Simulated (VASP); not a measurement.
# K2S (Fm-3m) in VASP: notebook

Aim: see how the results for K2S move with the level of theory and the settings. Levels: PBE, PBE-based screened hybrid with 35 % exact exchange, PBE-based global hybrid with 40 % exact exchange, PBE-based screened hybrid with 40 % exact exchange. Tasks: single point.

Everything below comes from runs of VASP 6.6.1. Logs are shortened: lines on timing, memory, paths and dates and some standing lists are left out, and cuts for length are marked.

## Step 1: The cell of the first run

The structure is cubic, space group Fm-3m (No. 225). Conventional cell: a = 7.391 Å, b = 7.391 Å, c = 7.391 Å, α = 90.00°, β = 90.00°, γ = 90.00°. K (site symmetry -43m) has 4 S at 3.20 Å and 6 K at 3.70 Å within 4.2 Å. Within 4.2 Å of S (site symmetry m-3m) lie 8 K at 3.20 Å.

## Step 2: Single point, PBE

INCAR

```
SYSTEM = K2S
PREC = Accurate ; ENCUT = 500
EDIFF = 1E-6 ; ISMEAR = 0
SIGMA = 0.05 ; LREAL = .False.
LASPH = .True. ; NELM = 120
ALGO = Normal ; ISIF = 2
LWAVE = .False. ; LCHARG = .False.
GGA = PE ; NBANDS = 19
GGA_COMPAT = .False.
```

KPOINTS

```
Automatic mesh
0
Gamma
  4 4 4
  0 0 0
```

POSCAR

```
K2S
1.0
    0.0000000000      3.6954997636      3.6954997636
    3.6954997636      0.0000000000      3.6954997636
    3.6954997636      3.6954997636      0.0000000000
K S
2 1
Direct
    0.2500000000      0.2500000000      0.2500000000
    0.7500000000      0.7500000000      0.7500000000
    0.0000000000      0.0000000000      0.0000000000
```

Potentials or basis: VASP PAW PBE potentials, release 64 (K_sv, S).

Launch:

```console
$ cat potpaw_PBE.64/K_sv/POTCAR potpaw_PBE.64/S/POTCAR > POTCAR
$ mpirun -np 1 vasp_std > vasp.out
```

OUTCAR:

```text
SYSTEM = K2S
   PREC = Accurate
   ENCUT = 500
   EDIFF = 1E-6
   ISMEAR = 0
   LREAL = .False.
   LASPH = .True.
   NELM = 120
   ISIF = 2
   GGA = PE

 ion  position               nearest neighbor table
   1  0.250  0.250  0.250-   3 3.20   3 3.20   3 3.20   3 3.20   2 3.70   2 3.70   2 3.70   2 3.70
                             2 3.70   2 3.70
   2  0.750  0.750  0.750-   3 3.20   3 3.20   3 3.20   3 3.20   1 3.70   1 3.70   1 3.70   1 3.70
                             1 3.70   1 3.70
   3  0.000  0.000  0.000-   2 3.20   2 3.20   2 3.20   1 3.20   2 3.20   1 3.20   1 3.20   1 3.20

  LATTYP: Found a face centered cubic cell.
 ALAT       =     7.3909995272

  Lattice vectors:

 A1 = (   0.0000000000,   3.6954997636,   3.6954997636)
 A2 = (   3.6954997636,   0.0000000000,   3.6954997636)
 A3 = (   3.6954997636,   3.6954997636,   0.0000000000)

Analysis of symmetry for initial positions (statically):
=====================================================================
 Subroutine PRICEL returns:
 Original cell was already a primitive cell.

 Routine SETGRP: Setting up the symmetry group for a
 face centered cubic supercell.

 Subroutine GETGRP returns: Found 48 space group operations
 (whereof 48 operations were pure point group operations)
 out of a pool of 48 trial point group operations.

The static configuration has the point symmetry O_h .

Analysis of symmetry for dynamics (positions and initial velocities):
=====================================================================
 Subroutine PRICEL returns:
 Original cell was already a primitive cell.

 Routine SETGRP: Setting up the symmetry group for a
 face centered cubic supercell.

 Subroutine GETGRP returns: Found 48 space group operations
 (whereof 48 operations were pure point group operations)
 out of a pool of 48 trial point group operations.

The dynamic configuration has the point symmetry O_h .

 Subroutine INISYM returns: Found 48 space group operations
 (whereof 48 operations are pure point group operations),
 and found     1 'primitive' translations

----------------------------------------------------------------------------------------

                                     Primitive cell

  volume of cell :     100.9368

  direct lattice vectors                    reciprocal lattice vectors
     0.000000000  3.695499764  3.695499764    -0.135299697  0.135299697  0.135299697
     3.695499764  0.000000000  3.695499764     0.135299697 -0.135299697  0.135299697
     3.695499764  3.695499764  0.000000000     0.135299697  0.135299697 -0.135299697

  length of vectors
     5.226225885  5.226225885  5.226225885     0.234345950  0.234345950  0.234345950

  position of ions in fractional coordinates (direct lattice)
     0.250000000  0.250000000  0.250000000
     0.750000000  0.750000000  0.750000000
     0.000000000  0.000000000  0.000000000

  ion indices of the primitive-cell ions
   primitive index   ion index
                 1           1
                 2           2
                 3           3

----------------------------------------------------------------------------------------

 KPOINTS: Automatic mesh

Automatic generation of k-mesh.
 Grid dimensions read from file:
 generate k-points for:    4    4    4

 Generating k-lattice:

  Cartesian coordinates                     Fractional coordinates (reciprocal lattice)
    -0.033824924  0.033824924  0.033824924     0.250000000  0.000000000  0.000000000
     0.033824924 -0.033824924  0.033824924     0.000000000  0.250000000  0.000000000
     0.033824924  0.033824924 -0.033824924     0.000000000  0.000000000  0.250000000

  Length of vectors
     0.058586488  0.058586488  0.058586488

  Shift w.r.t. Gamma in fractional coordinates (k-lattice)
     0.000000000  0.000000000  0.000000000

 Subroutine IBZKPT returns following result:
 ===========================================

 Found      8 irreducible k-points:

 Following reciprocal coordinates:
            Coordinates               Weight
  0.000000  0.000000  0.000000      1.000000
  0.250000  0.000000  0.000000      8.000000
  0.500000  0.000000  0.000000      4.000000
  0.250000  0.250000  0.000000      6.000000
  0.500000  0.250000  0.000000     24.000000
 -0.250000  0.250000  0.000000     12.000000
  0.500000  0.500000  0.000000      3.000000
 -0.250000  0.500000  0.250000      6.000000
   k-points           NKPTS =      8   k-points in BZ     NKDIM =      8   number of bands    NBANDS=     19
   number of dos      NEDOS =    301   number of ions     NIONS =      3
   total plane-waves  NPLWV =  64000
   dimension x,y,z NGX =    40 NGY =   40 NGZ =   40
   dimension x,y,z NGXF=    80 NGYF=   80 NGZF=   80
   ions per type =               2   1
   NGX,Y,Z   is equivalent  to a cutoff of  12.72, 12.72, 12.72 a.u.
   NGXF,Y,Z  is equivalent  to a cutoff of  25.45, 25.45, 25.45 a.u.
 SYSTEM =  K2S
   PREC   = accura    normal or accurate (medium, high low for compatibility)
   ISTART =      0    job   : 0-new  1-cont  2-samecut
   ICHARG =      2    charge: 1-file 2-atom 10-const
   ISPIN  =      1    spin polarized calculation?
   LNONCOLLINEAR =      F non collinear calculations
   LSORBIT =      F    spin-orbit coupling
   LASPH  =      T    aspherical Exc in radial PAW
   ENCUT  =  500.0 eV  36.75 Ry    6.06 a.u.   9.53  9.53  9.53*2*pi/ulx,y,z
   NELM   =    120;   NELMIN=  2; NELMDL= -5     # of ELM steps
   EDIFF  = 0.1E-05   stopping-criterion for ELM
   LREAL  =      F    real-space projection
   EDIFFG = 0.1E-04   stopping-criterion for IOM
   NSW    =      0    number of steps for IOM
   IBRION =     -1    ionic relax: 0-MD 1-quasi-New 2-CG
   NFREE  =      0    steps in history (QN), initial steepest desc. (CG)
   ISIF   =      2    stress and relaxation
   ISYM   =      2    0-nonsym 1-usesym 2-fastsym
   POTIM  = 0.5000    time-step for ionic-motion
   TEBEG  =    0.0;   TEEND  =   0.0 temperature during run
   PSTRESS=    0.0 pullay stress
   NELECT =      24.0000    total number of electrons
   NUPDOWN=      -1.0000    fix difference up-down
   EMIN   =  10.00;   EMAX   =-10.00  energy-range for DOS
   EFERMI =   0.00;   METHOD = LEGACY
   ISMEAR =     0;   SIGMA  =   0.05  broadening in eV -4-tet -1-fermi 0-gaus
   EFERMI_NEDOS =   21; number of points for ismear=-14 and -15
   IALGO  =     38    algorithm
   IMIX   =      4    mixing-type and parameters
     AMIX     =   0.40;   BMIX     =  1.00
     AMIX_MAG =   1.60;   BMIX_MAG =  1.00
  volume/ion in A,a.u.               =      33.65       227.05
  Fermi-wavevector in a.u.,A,eV,Ry     =   1.014212  1.916583 13.995305  1.028626
  Thomas-Fermi vector in A             =   2.147426
   LORBIT       =      0    0 simple, 1 ext, 2 COOP (PROOUT), +10 PAW based schemes
   GGA     = PE    functional components
   LHFCALC =     F    Hartree Fock is set to
   AEXX    =    0.0000 exact exchange contribution
   IVDW    =     0    specifies the selected vdW correction
   LEPSILON=     F    determine dielectric tensor
   LRPA    =     F    only Hartree local field effects (RPA)
 non-spin polarized calculation
 Gauss-broadening in eV      SIGMA  =   0.05
  energy-cutoff  :      500.00
  volume of cell :      100.94
 maximum number of plane-waves:      2637
 NGX is ok and might be reduce to    40
   NGX = 19   NGY = 19   NGZ = 19

 number of electron      23.9999996 magnetization

 Free energy of the ion-electron system (eV)
  ---------------------------------------------------
  ext. energy  EPLUGINS =         0.00000000
  ---------------------------------------------------
  free energy    TOTEN  =        -9.41419141 eV

  energy without entropy =       -9.41419141  energy(sigma->0) =       -9.41419141

 E-fermi :  -0.0715     XC(G=0):  -7.3578

 val. band max:       -0.3278244233   @ k =   0.5000   0.5000   0.0000
 cond. band min:       2.0661370427   @ k =   0.0000   0.0000   0.0000
 fundamental gap:      2.3939614659
 Fermi energy:        -0.0715377083

 k-point     1 :       0.0000    0.0000    0.0000
  band No.  band energies     occupation
      1     -29.5377      2.00000
      2     -29.4536      2.00000
      3     -13.1335      2.00000
      4     -13.1335      2.00000
      5     -13.1335      2.00000
      6     -12.8923      2.00000
[... 11 lines left out ...]
     18       7.1637      0.00000
     19       8.1047      0.00000

 k-point     2 :       0.2500    0.0000    0.0000
  band No.  band energies     occupation
      1     -29.5249      2.00000
      2     -29.4655      2.00000
      3     -13.1228      2.00000
      4     -13.1023      2.00000
      5     -13.1023      2.00000
      6     -12.9762      2.00000
[... 11 lines left out ...]
     18       7.3750      0.00000
     19       7.3750      0.00000

 k-point     3 :       0.5000    0.0000    0.0000
  band No.  band energies     occupation
      1     -29.4947      2.00000
      2     -29.4946      2.00000
      3     -13.1249      2.00000
      4     -13.0410      2.00000
      5     -13.0261      2.00000
      6     -13.0261      2.00000
[... 11 lines left out ...]
     18       7.2861      0.00000
     19       7.4351      0.00000

 k-point     4 :       0.2500    0.2500    0.0000
  band No.  band energies     occupation
      1     -29.5230      2.00000
      2     -29.4670      2.00000
      3     -13.1650      2.00000
      4     -13.1650      2.00000
      5     -13.1274      2.00000
      6     -12.9809      2.00000
[... 11 lines left out ...]
     18       7.1125      0.00000
     19       7.3345      0.00000

 k-point     5 :       0.5000    0.2500    0.0000
  band No.  band energies     occupation
      1     -29.5043      2.00000
      2     -29.4846      2.00000
      3     -13.2599      2.00000
      4     -13.1564      2.00000
      5     -13.1440      2.00000
      6     -12.9144      2.00000
[... 11 lines left out ...]
     18       7.0839      0.00000
     19       7.7625      0.00000

 k-point     6 :      -0.2500    0.2500    0.0000
  band No.  band energies     occupation
      1     -29.5086      2.00000
      2     -29.4806      2.00000
      3     -13.2299      2.00000
      4     -13.0981      2.00000
      5     -13.0461      2.00000
      6     -13.0143      2.00000
[... 11 lines left out ...]
     18       6.9090      0.00000
     19       7.7190      0.00000

 k-point     7 :       0.5000    0.5000    0.0000
  band No.  band energies     occupation
      1     -29.5081      2.00000
      2     -29.4803      2.00000
      3     -13.3410      2.00000
      4     -13.1960      2.00000
      5     -13.1960      2.00000
      6     -12.8548      2.00000
[... 11 lines left out ...]
     18       7.2881      0.00000
     19       7.4664      0.00000

 k-point     8 :      -0.2500    0.5000    0.2500
  band No.  band energies     occupation
      1     -29.4942      2.00000
      2     -29.4942      2.00000
      3     -13.3152      2.00000
      4     -13.2235      2.00000
      5     -13.0290      2.00000
      6     -13.0290      2.00000
[... 11 lines left out ...]
     18       6.9823      0.00000
     19       7.5450      0.00000

------------------------ aborting loop because EDIFF is reached ----------------------------------------

  FORCE on cell =-STRESS in cart. coord.  units (eV):
  Direction    XX          YY          ZZ          XY          YZ          ZX
  --------------------------------------------------------------------------------------
  -------------------------------------------------------------------------------------
  Total        0.3765262      0.3765262      0.3765262      0.0000000      0.0000000     -0.0000000
  in kB        5.9766284      5.9766284      5.9766284      0.0000000      0.0000000     -0.0000000
  external PRESSURE =       5.9766284 kB  Pullay stress =       0.0000000 kB

 VOLUME and BASIS-vectors are now :
 -----------------------------------------------------------------------------
  energy-cutoff  :      500.00
  volume of cell :      100.94
      direct lattice vectors                 reciprocal lattice vectors
     0.000000000  3.695499764  3.695499764    -0.135299697  0.135299697  0.135299697
     3.695499764  0.000000000  3.695499764     0.135299697 -0.135299697  0.135299697
     3.695499764  3.695499764  0.000000000     0.135299697  0.135299697 -0.135299697

 POSITION                                       TOTAL-FORCE (eV/Angst)
 -----------------------------------------------------------------------------------
      1.84775      1.84775      1.84775        -0.000000     -0.000000      0.000000
      5.54325      5.54325      5.54325         0.000000      0.000000     -0.000000
      0.00000      0.00000      0.00000         0.000000     -0.000000      0.000000
 -----------------------------------------------------------------------------------
    total drift:                               -0.000000     -0.000000      0.000000

  FREE ENERGIE OF THE ION-ELECTRON SYSTEM (eV)
  ---------------------------------------------------
  free  energy   TOTEN  =        -9.4141914148 eV

  energy  without entropy=       -9.4141914148  energy(sigma->0) =       -9.41419141
```

Wall time 14 s (1 thread of Intel Xeon 8259CL, shared host); peak memory 0.23 GiB.

What came out:

```yaml
Free_energy: -9.4142 eV
Pressure: 0.6 GPa
Band_gap_on_the_k_mesh: 2.39 eV (least direct gap 2.59 eV)
```

Levels at points of the mesh, in eV from the valence-band top:
```
           k point  band 9  band 10  band 11  band 12  band 13  band 14  band 15  band 16
(0.00, 0.00, 0.00)   -9.62    -0.20    -0.20    -0.20     2.39     5.47     5.47     7.49
(0.50, 0.00, 0.00)   -9.42    -0.62    -0.07    -0.07     4.73     5.04     5.83     5.83
(0.50, 0.50, 0.00)   -9.37    -0.75     0.00     0.00     3.51     5.30     6.62     6.62
```

A k mesh can miss the band edges. Expect the measured gap to be larger: semilocal functionals such as PBE lack the derivative discontinuity.

## Step 3: Single point, PBE

INCAR

```
SYSTEM = K2S
PREC = Accurate
ENCUT = 500
EDIFF = 1E-6
ISMEAR = 0
SIGMA = 0.05
LREAL = .False.
LASPH = .True.
NELM = 120
ALGO = Normal
ISIF = 2
LWAVE = .False.
LCHARG = .False.
GGA = PE
NBANDS = 19
GGA_COMPAT = .False.
```

KPOINTS

```
Automatic mesh
0
Gamma
  6 6 6
  0 0 0
```

POSCAR is that of step 2.

Potentials or basis: VASP PAW PBE potentials, release 64 (K_sv, S).

Launch:

```console
$ cat potpaw_PBE.64/K_sv/POTCAR potpaw_PBE.64/S/POTCAR > POTCAR
$ mpirun -np 1 vasp_std > vasp.out
```

Wall time 30 s (1 thread of Intel Xeon 8259CL, shared host); peak memory 0.24 GiB.

Results (log left out):

```yaml
Free_energy: -9.4145 eV
Pressure: 0.6 GPa
Band_gap_on_the_k_mesh: 2.39 eV (least direct gap 2.59 eV)
```

Levels at points of the mesh, in eV from the valence-band top:
```csv
k point,band 9,band 10,band 11,band 12,band 13,band 14,band 15,band 16
"(0.00, 0.00, 0.00)",-9.62,-0.20,-0.20,-0.20,2.39,5.47,5.47,7.49
"(0.50, 0.00, 0.00)",-9.42,-0.62,-0.07,-0.07,4.73,5.04,5.83,5.83
"(0.50, 0.50, 0.00)",-9.37,-0.75,0.00,0.00,3.51,5.30,6.62,6.62
```

A k mesh can miss the band edges.

(Part 1 of 2 ends here.)
